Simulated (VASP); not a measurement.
Runs of VASP 6.6.1 on Be2Se. The structure is that of space group P6_3/mmc (No. 194), or close to it. The cells are those of the table. 

```tsv
task	cell	k mesh	cutoff (eV)	gap on the mesh (eV)	pressure (GPa)	largest force (eV/Å)
single point	a = 3.422, b = 3.422, c = 8.303 Å, angles 90.0, 90.0, 120.0°, 6 atoms	6 × 6 × 2	520	none	0.2	0.01
single point	a = 2.845, b = 2.845, c = 11.066 Å, angles 90.0, 90.0, 120.0°, 6 atoms	6 × 6 × 2	520	none	31.6	2.17
single point	a = 3.453, b = 3.453, c = 8.093 Å, angles 90.0, 90.0, 120.0°, 6 atoms	12 × 12 × 6	520	none	(a)	0.01
relaxation of cell and atoms	relaxed from a = 2.845, b = 2.845, c = 11.066 Å, angles 90.0, 90.0, 120.0°, 6 atoms	6 × 6 × 2	600	none	0.0	-
```

Alike in all rows: level PBE; potentials or basis VASP PAW PBE potentials, release 64 (Be, Se); no spin polarisation; smearing gaussian 0.1 eV.

Problem. Estimate the missing entries.

Solution. (a) 0.1.

Caveats: some runs use coarse meshes; forces of over 1 eV/Å act on the atoms, so gaps and moduli don't describe the material at rest (some runs).

A k mesh can miss the band edges, and the runs leave out spin-orbit coupling on Se.

A gap of «none» marks levels without a gap at the run's occupations.
